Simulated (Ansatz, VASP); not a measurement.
# Two plane-wave programs on PbO2

File INCAR:

```
SYSTEM = PbO2
ALGO     = Normal         ! electronic algorithm
EDIFF    = 1E-6           ! SCF threshold, eV
ENCUT    = 520            ! plane-wave cutoff, eV
GGA      = PE             ! functional
ISIF     = 2              ! what is computed and relaxed
ISMEAR   = -1             ! smearing method
LASPH    = .True.         ! aspherical terms in the spheres
LCHARG   = .False.        ! write CHGCAR
LREAL    = .False.        ! projectors in reciprocal space
LWAVE    = .False.        ! write WAVECAR
NBANDS   = 35             ! bands
NELM     = 80             ! most SCF steps
PREC     = Accurate       ! precision mode
SIGMA    = 0.02           ! smearing width, eV
```

The input KPOINTS:

```
k-points
0
Gamma
  6 6 8
  0 0 0
```

The input POSCAR:

```
PbO2
1.0
    4.9838460811      0.0000000000      0.0000000000
    0.0000000000      4.9838460811      0.0000000000
    0.0000000000      0.0000000000      3.2713174110
Pb O
2 4
Direct
    0.0000000000      0.0000000000      0.0000000000
    0.5000000000      0.5000000000      0.5000000000
    0.3055656060      0.3055656060      0.0000000000
    0.1944343940      0.8055656060      0.5000000000
    0.8055656060      0.1944343940      0.5000000000
    0.6944343940      0.6944343940      0.0000000000
```

Input for Ansatz:

```yaml
crystal:
  lattice:
    - [4.9838460811, 0.0, 0.0]
    - [0.0, 4.9838460811, 0.0]
    - [0.0, 0.0, 3.271317411]
  atoms:
    - { symbol: Pb, position: [0.0, 0.0, 0.0] }
    - { symbol: Pb, position: [0.5, 0.5, 0.5] }
    - { symbol: O, position: [0.305565606, 0.305565606, 0.0] }
    - { symbol: O, position: [0.194434394, 0.805565606, 0.5] }
    - { symbol: O, position: [0.805565606, 0.194434394, 0.5] }
    - { symbol: O, position: [0.694434394, 0.694434394, 0.0] }
kpoints:
  mp_grid: { grid: [6, 6, 8] }
  band_path:
    path:
      - [0.0, 0.0, 0.0]
      - [0.0, 0.5, 0.0]
      - [0.5, 0.5, 0.0]
      - [0.0, 0.0, 0.5]
      - [0.0, 0.5, 0.5]
      - [0.5, 0.5, 0.5]
      - [0.0, 0.0, 0.0625]
      - [-0.075521, -0.075358, -0.005697]
    npoints: 1
hamiltonian:
  xc: pbe
scf:
  occupations: { method: fermi_dirac, width: 0.02 }
  n_extra_bands: 5
output:
  forces: true
  stress: true
  eigenvalues: true
  write_density: true
  write_potential: true
  elf: true
  volumetric_format: npy
```

Change from the starting cell: uniaxial_z strain -4.0%.

Alike in both runs: task single point; functional PBE; k mesh 6 × 6 × 8; occupations fermi-dirac, width 0.02 eV; no spin polarisation.

```csv
,VASP,Ansatz
version,VASP 6.6.1,Ansatz 0.2.0
potentials or method,"VASP PAW PBE potentials, release 64 (Pb_d, O)","plane waves, PAW"
plane-wave cutoff (eV),520,420
valence electrons in the cell,52,52
```

```tsv
	VASP	Ansatz	Ansatz less VASP
pressure (GPa)	14.9	14.6	-0.32
traceless stress, the component that is largest in VASP (GPa)	5.75	5.62	-0.123
rms of the force components (eV/Å)	0.039	0.033	-0.0067
```

Atom by atom the forces differ by 0.007 eV/Å (rms over components). The functional is the same, so the differences come from potentials, cutoffs and numerics.

Neither program's run includes spin-orbit coupling.
